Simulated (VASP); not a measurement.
# Ta2Sn3 (P-3m1) in VASP: further runs

Runs on Ta2Sn3. Level: PBE. Tasks: single point, relaxation of cell and atoms.

All numbers are computed with VASP 6.6.1; they aren't measurements. Logs are shortened: lines on timing, memory, paths and dates and some standing lists are left out, and cuts for length are marked.

## 1. The cell of the first run

The structure is trigonal, space group P-3m1 (No. 164). Conventional cell: a = 4.898 Å, b = 4.898 Å, c = 5.716 Å, α = 90.00°, β = 90.00°, γ = 120.00°. Ta (site symmetry 3m) has 8 Sn at 2.79 to 3.32 Å and 3 Ta at 3.02 Å within 3.7 Å. Within 3.8 Å of Sn (site symmetry -3m) lie 6 Ta at 2.88 Å and 6 Sn at 3.62 Å. Within 3.7 Å of Sn (site symmetry 3m) lie 5 Ta at 2.79 to 3.32 Å and 6 Sn at 3.07 to 3.62 Å.

## 2. Single point, PBE

The input, INCAR:

```
SYSTEM = Ta2Sn3
  PREC = Accurate
  ENCUT = 520
  EDIFF = 1E-6
  ISMEAR = 0
  SIGMA = 0.2
  LREAL = .FALSE.
  LASPH = .TRUE.
  NELM = 100
  ALGO = Normal
  ISIF = 2
  LWAVE = .FALSE.
  LCHARG = .FALSE.
  GGA = PE
  NBANDS = 40
```

The input, KPOINTS:

```
regular mesh
0
G
  4 4 3
  0 0 0
```

The input, POSCAR:

```
Ta2Sn3
1.0
    4.8981302487      0.0000000000      0.0000000000
   -2.4490651243      4.2419052264      0.0000000000
    0.0000000000      0.0000000000      5.7158661650
Ta Sn
2 3
Direct
    0.6666666667      0.3333333333      0.9070223247
    0.3333333333      0.6666666667      0.0929776753
    0.0000000000      0.0000000000      0.0000000000
    0.6666666667      0.3333333333      0.3957544825
    0.3333333333      0.6666666667      0.6042455175
```

Potentials or basis: VASP PAW PBE potentials, release 64 (Ta_pv, Sn_d).

Launch:

```bash
$ cat potpaw_PBE.64/Ta_pv/POTCAR potpaw_PBE.64/Sn_d/POTCAR > POTCAR
$ mpirun -np 1 vasp_std > vasp.out
```

OUTCAR:

```text
SYSTEM = Ta2Sn3
   PREC = Accurate
   ENCUT = 520
   EDIFF = 1E-6
   ISMEAR = 0
   LREAL = .FALSE.
   LASPH = .TRUE.
   NELM = 100
   ISIF = 2
   GGA = PE

 ion  position               nearest neighbor table
   1  0.667  0.333  0.907-   4 2.79   3 2.88   3 2.88   3 2.88   4 2.92   2 3.02   2 3.02   2 3.02
                             5 3.32   5 3.32   5 3.32
   2  0.333  0.667  0.093-   5 2.79   3 2.88   3 2.88   3 2.88   5 2.92   1 3.02   1 3.02   1 3.02
                             4 3.32   4 3.32   4 3.32
   3  0.000  0.000  0.000-   1 2.88   2 2.88   2 2.88   1 2.88   1 2.88   2 2.88   4 3.62   5 3.62
                             4 3.62   5 3.62   4 3.62   5 3.62
   4  0.667  0.333  0.396-   1 2.79   1 2.92   5 3.07   5 3.07   5 3.07   2 3.32   2 3.32   2 3.32
                             3 3.62   3 3.62   3 3.62
   5  0.333  0.667  0.604-   2 2.79   2 2.92   4 3.07   4 3.07   4 3.07   1 3.32   1 3.32   1 3.32
                             3 3.62   3 3.62   3 3.62

  LATTYP: Found a hexagonal cell.
 ALAT       =     4.8981302487
 C/A-ratio  =     1.1669485854

  Lattice vectors:

 A1 = (   4.8981302487,   0.0000000000,   0.0000000000)
 A2 = (  -2.4490651243,   4.2419052264,   0.0000000000)
 A3 = (   0.0000000000,   0.0000000000,   5.7158661650)

Analysis of symmetry for initial positions (statically):
=====================================================================
 Subroutine PRICEL returns:
 Original cell was already a primitive cell.

 Routine SETGRP: Setting up the symmetry group for a
 hexagonal supercell.

 Subroutine GETGRP returns: Found 12 space group operations
 (whereof 12 operations were pure point group operations)
 out of a pool of 24 trial point group operations.

The static configuration has the point symmetry D_3d.

Analysis of symmetry for dynamics (positions and initial velocities):
=====================================================================
 Subroutine PRICEL returns:
 Original cell was already a primitive cell.

 Routine SETGRP: Setting up the symmetry group for a
 hexagonal supercell.

 Subroutine GETGRP returns: Found 12 space group operations
 (whereof 12 operations were pure point group operations)
 out of a pool of 24 trial point group operations.

The dynamic configuration has the point symmetry D_3d.

 Subroutine INISYM returns: Found 12 space group operations
 (whereof 12 operations are pure point group operations),
 and found     1 'primitive' translations

----------------------------------------------------------------------------------------

                                     Primitive cell

  volume of cell :     118.7609

  direct lattice vectors                    reciprocal lattice vectors
     4.898130249  0.000000000  0.000000000     0.204159536  0.117871563  0.000000000
    -2.449065124  4.241905226  0.000000000     0.000000000  0.235743126  0.000000000
     0.000000000  0.000000000  5.715866165     0.000000000  0.000000000  0.174951612

  length of vectors
     4.898130249  4.898130249  5.715866165     0.235743126  0.235743126  0.174951612

  position of ions in fractional coordinates (direct lattice)
     0.666666667  0.333333333  0.907022325
     0.333333333  0.666666667  0.092977675
     0.000000000  0.000000000  0.000000000
     0.666666667  0.333333333  0.395754483
     0.333333333  0.666666667  0.604245517

  ion indices of the primitive-cell ions
   primitive index   ion index
                 1           1
                 2           2
                 3           3
                 4           4
                 5           5

----------------------------------------------------------------------------------------

 KPOINTS: regular mesh

Automatic generation of k-mesh.
 Grid dimensions read from file:
 generate k-points for:    4    4    3

 Generating k-lattice:

  Cartesian coordinates                     Fractional coordinates (reciprocal lattice)
     0.051039884  0.029467891  0.000000000     0.250000000  0.000000000  0.000000000
     0.000000000  0.058935782  0.000000000     0.000000000  0.250000000  0.000000000
     0.000000000  0.000000000  0.058317204     0.000000000  0.000000000  0.333333333

  Length of vectors
     0.058935782  0.058935782  0.058317204

  Shift w.r.t. Gamma in fractional coordinates (k-lattice)
     0.000000000  0.000000000  0.000000000

 Subroutine IBZKPT returns following result:
 ===========================================

 Found      9 irreducible k-points:

 Following reciprocal coordinates:
            Coordinates               Weight
  0.000000  0.000000  0.000000      1.000000
  0.250000  0.000000  0.000000      6.000000
  0.500000  0.000000  0.000000      3.000000
  0.250000  0.250000  0.000000      6.000000
  0.000000  0.000000  0.333333      2.000000
  0.250000  0.000000  0.333333      6.000000
  0.000000  0.250000  0.333333      6.000000
  0.500000  0.000000  0.333333      6.000000
  0.250000  0.250000  0.333333     12.000000
   k-points           NKPTS =      9   k-points in BZ     NKDIM =      9   number of bands    NBANDS=     40
   number of dos      NEDOS =    301   number of ions     NIONS =      5
   total plane-waves  NPLWV =  62208
   dimension x,y,z NGX =    36 NGY =   36 NGZ =   48
   dimension x,y,z NGXF=    72 NGYF=   72 NGZF=   96
   ions per type =               2   3
   NGX,Y,Z   is equivalent  to a cutoff of  12.22, 12.22, 13.96 a.u.
   NGXF,Y,Z  is equivalent  to a cutoff of  24.44, 24.44, 27.92 a.u.
 SYSTEM =  Ta2Sn3
   PREC   = accura    normal or accurate (medium, high low for compatibility)
   ISTART =      0    job   : 0-new  1-cont  2-samecut
   ICHARG =      2    charge: 1-file 2-atom 10-const
   ISPIN  =      1    spin polarized calculation?
   LNONCOLLINEAR =      F non collinear calculations
   LSORBIT =      F    spin-orbit coupling
   LASPH  =      T    aspherical Exc in radial PAW
   ENCUT  =  520.0 eV  38.22 Ry    6.18 a.u.   9.11  9.11 10.63*2*pi/ulx,y,z
   NELM   =    100;   NELMIN=  2; NELMDL= -5     # of ELM steps
   EDIFF  = 0.1E-05   stopping-criterion for ELM
   LREAL  =      F    real-space projection
   EDIFFG = 0.1E-04   stopping-criterion for IOM
   NSW    =      0    number of steps for IOM
   IBRION =     -1    ionic relax: 0-MD 1-quasi-New 2-CG
   NFREE  =      0    steps in history (QN), initial steepest desc. (CG)
   ISIF   =      2    stress and relaxation
   ISYM   =      2    0-nonsym 1-usesym 2-fastsym
   POTIM  = 0.5000    time-step for ionic-motion
   TEBEG  =    0.0;   TEEND  =   0.0 temperature during run
   PSTRESS=    0.0 pullay stress
   NELECT =      64.0000    total number of electrons
   NUPDOWN=      -1.0000    fix difference up-down
   EMIN   =  10.00;   EMAX   =-10.00  energy-range for DOS
   EFERMI =   0.00;   METHOD = LEGACY
   ISMEAR =     0;   SIGMA  =   0.20  broadening in eV -4-tet -1-fermi 0-gaus
   EFERMI_NEDOS =   21; number of points for ismear=-14 and -15
   IALGO  =     38    algorithm
   IMIX   =      4    mixing-type and parameters
     AMIX     =   0.40;   BMIX     =  1.00
     AMIX_MAG =   1.60;   BMIX_MAG =  1.00
  volume/ion in A,a.u.               =      23.75       160.29
  Fermi-wavevector in a.u.,A,eV,Ry     =   1.332223  2.517537 24.147879  1.774819
  Thomas-Fermi vector in A             =   2.461175
   LORBIT       =      0    0 simple, 1 ext, 2 COOP (PROOUT), +10 PAW based schemes
   GGA     = PE    functional components
   LHFCALC =     F    Hartree Fock is set to
   AEXX    =    0.0000 exact exchange contribution
   IVDW    =     0    specifies the selected vdW correction
   LEPSILON=     F    determine dielectric tensor
   LRPA    =     F    only Hartree local field effects (RPA)
 non-spin polarized calculation
 Gauss-broadening in eV      SIGMA  =   0.20
  energy-cutoff  :      520.00
  volume of cell :      118.76
 maximum number of plane-waves:      3206
   NGX = 19   NGY = 19   NGZ = 21

 number of electron      64.0000009 magnetization

 Free energy of the ion-electron system (eV)
  ---------------------------------------------------
  ext. energy  EPLUGINS =         0.00000000
  ---------------------------------------------------
  free energy    TOTEN  =       -34.61680728 eV

  energy without entropy =      -34.58087401  energy(sigma->0) =      -34.59884065

 E-fermi :   7.4929     XC(G=0): -10.9009

 val. band max:        7.3313636345   @ k =   0.5000   0.0000   0.0000
 cond. band min:       7.5882290590   @ k =   0.0000   0.0000   0.0000
 fundamental gap:      0.2568654246
 Fermi energy:         7.4929441509

 k-point     1 :       0.0000    0.0000    0.0000
  band No.  band energies     occupation
      1     -27.2883      2.00000
      2     -27.2680      2.00000
      3     -27.2535      2.00000
      4     -27.2535      2.00000
      5     -26.9850      2.00000
      6     -26.9850      2.00000
[... 32 lines left out ...]
     39      10.3468      0.00000
     40      10.4774      0.00000

 k-point     2 :       0.2500    0.0000    0.0000
  band No.  band energies     occupation
      1     -27.3138      2.00000
      2     -27.2985      2.00000
      3     -27.2662      2.00000
      4     -27.1836      2.00000
      5     -27.0007      2.00000
      6     -26.9719      2.00000
[... 32 lines left out ...]
     39      10.5294      0.00000
     40      11.0516      0.00000

 k-point     3 :       0.5000    0.0000    0.0000
  band No.  band energies     occupation
      1     -27.3301      2.00000
      2     -27.3095      2.00000
      3     -27.2778      2.00000
      4     -27.1396      2.00000
      5     -27.0190      2.00000
      6     -26.9597      2.00000
[... 208 lines left out ...]
  band No.  band energies     occupation
      1     -27.3329      2.00000
      2     -27.3127      2.00000
      3     -27.2779      2.00000
      4     -27.1405      2.00000
      5     -27.0193      2.00000
      6     -26.9598      2.00000
[... 32 lines left out ...]
     39      10.7146      0.00000
     40      11.4439      0.00000

 k-point     9 :       0.2500    0.2500    0.3333
  band No.  band energies     occupation
      1     -27.3262      2.00000
      2     -27.3159      2.00000
      3     -27.2880      2.00000
      4     -27.1230      2.00000
      5     -27.0391      2.00000
      6     -26.9508      2.00000
[... 32 lines left out ...]
     39      10.6319      0.00000
     40      11.4061      0.00000

------------------------ aborting loop because EDIFF is reached ----------------------------------------

  FORCE on cell =-STRESS in cart. coord.  units (eV):
  Direction    XX          YY          ZZ          XY          YZ          ZX
  --------------------------------------------------------------------------------------
  -------------------------------------------------------------------------------------
  Total       -0.0192117     -0.0192117     -0.0396548     -0.0000000      0.0000000     -0.0000000
  in kB       -0.2591815     -0.2591815     -0.5349742     -0.0000000      0.0000000     -0.0000000
  external PRESSURE =      -0.3511124 kB  Pullay stress =       0.0000000 kB

 VOLUME and BASIS-vectors are now :
 -----------------------------------------------------------------------------
  energy-cutoff  :      520.00
  volume of cell :      118.76
      direct lattice vectors                 reciprocal lattice vectors
     4.898130249  0.000000000  0.000000000     0.204159536  0.117871563  0.000000000
    -2.449065124  4.241905226  0.000000000     0.000000000  0.235743126  0.000000000
     0.000000000  0.000000000  5.715866165     0.000000000  0.000000000  0.174951612

 POSITION                                       TOTAL-FORCE (eV/Angst)
 -----------------------------------------------------------------------------------
      2.44907      1.41397      5.18442        -0.000000      0.000000      0.012027
     -0.00000      2.82794      0.53145         0.000000     -0.000000     -0.012027
      0.00000      0.00000      0.00000        -0.000000      0.000000      0.000000
      2.44907      1.41397      2.26208        -0.000000      0.000000      0.001310
     -0.00000      2.82794      3.45379        -0.000000     -0.000000     -0.001310
 -----------------------------------------------------------------------------------
    total drift:                                0.000000     -0.000000      0.000000

  FREE ENERGIE OF THE ION-ELECTRON SYSTEM (eV)
  ---------------------------------------------------
  free  energy   TOTEN  =       -34.6168072817 eV

  energy  without entropy=      -34.5808740134  energy(sigma->0) =      -34.59884065
```

Wall time 23 s (1 thread of Intel Xeon 6975P-C (Granite Rapids), shared host); peak memory 0.25 GiB.

Results:

- Free energy: -34.6168 eV
- Pressure: 0.0 GPa
- Largest force: 0.012 eV/Å
- Band gap on the k mesh: zero (bands 32 and 33 overlap by 0.40 eV)

Forces in eV/Å, atoms in the order of the input:
```
Ta   0.000  0.000  0.012
Ta   0.000  0.000 -0.012
Sn   0.000  0.000  0.000
Sn   0.000  0.000  0.001
Sn   0.000  0.000 -0.001
```

Levels at points of the mesh, in eV from the Fermi level:
```csv
k point,band 29,band 30,band 31,band 32,band 33,band 34,band 35,band 36
"(0.00, 0.00, 0.00)",-2.01,-0.88,-0.88,-0.32,0.10,0.10,1.77,2.49
"(0.50, 0.00, 0.00)",-1.76,-1.66,-1.18,-0.90,-0.16,0.11,1.80,1.98
```

Caveat: the k points lie up to 0.37 Å⁻¹ apart; spin-orbit coupling is left out, which moves the levels of the heavy elements.

## 3. Single point, PBE

The input, INCAR:

```
SYSTEM = Ta2Sn3
PREC     = Accurate       ! precision mode
ENCUT    = 520            ! plane-wave cutoff, eV
EDIFF    = 1E-6           ! SCF threshold, eV
ISMEAR   = 0              ! smearing method
SIGMA    = 0.1            ! smearing width, eV
LREAL    = .FALSE.        ! projectors in reciprocal space
LASPH    = .TRUE.         ! aspherical terms in the spheres
NELM     = 60             ! most SCF steps
ALGO     = Fast           ! electronic algorithm
ISIF     = 2              ! what is computed and relaxed
LWAVE    = .FALSE.        ! write WAVECAR
LCHARG   = .TRUE.         ! write CHGCAR
GGA      = PE             ! functional
LELF     = .TRUE.         ! ELF
LVHAR    = .TRUE.       
NBANDS   = 40             ! bands
```

The input, KPOINTS:

```
Automatic mesh
0
G
  6 6 6
  0 0 0
```

The input, POSCAR:

```
Ta2Sn3
1.0
    4.8945528834      0.0000000000      0.0000000000
   -2.4472764417      4.2388071372      0.0000000000
    0.0000000000      0.0000000000      5.7334459426
Ta Sn
2 3
Direct
    0.6666666667      0.3333333333      0.9056339248
    0.3333333333      0.6666666667      0.0943660752
    0.0000000000      0.0000000000      0.0000000000
    0.6666666667      0.3333333333      0.3927776629
    0.3333333333      0.6666666667      0.6072223371
```

Potentials or basis: VASP PAW PBE potentials, release 64 (Ta_pv, Sn_d).

Launch:

```bash
$ cat potpaw_PBE.64/Ta_pv/POTCAR potpaw_PBE.64/Sn_d/POTCAR > POTCAR
$ mpirun -np 1 vasp_std > vasp.out
```

Wall time 90 s (1 thread of Intel Xeon 6975P-C (Granite Rapids), shared host); peak memory 0.31 GiB.

Results (log left out):

- Free energy: -34.4884 eV
- Pressure: 0.0 GPa
- Band gap on the k mesh: zero (bands 32 and 33 overlap by 0.38 eV)

Forces in eV/Å, atoms in the order of the input:
```
Ta   0.000  0.000  0.002
Ta   0.000  0.000 -0.002
Sn   0.000  0.000  0.000
Sn   0.000  0.000  0.000
Sn   0.000  0.000  0.000
```

Levels at points of the mesh, in eV from the Fermi level:
```
           k point  band 28  band 29  band 30  band 31  band 32  band 33  band 34  band 35  band 36  band 37
(0.00, 0.00, 0.00)    -1.88    -1.88    -0.77    -0.77    -0.23     0.23     0.23     1.85     2.65     2.78
(0.50, 0.00, 0.00)    -2.62    -1.64    -1.52    -1.07    -0.81    -0.02     0.22     1.90     2.06     2.21
(0.00, 0.00, 0.50)    -1.95    -1.63    -1.63    -1.42    -1.42     0.56     1.70     1.70     2.33     2.79
(0.50, 0.00, 0.50)    -2.45    -2.16    -1.37    -1.34    -1.05     1.34     1.46     1.55     1.91     2.61
```

Caveat: spin-orbit coupling is left out, which moves the levels of the heavy elements.

(Continued in part 2 of 3.)
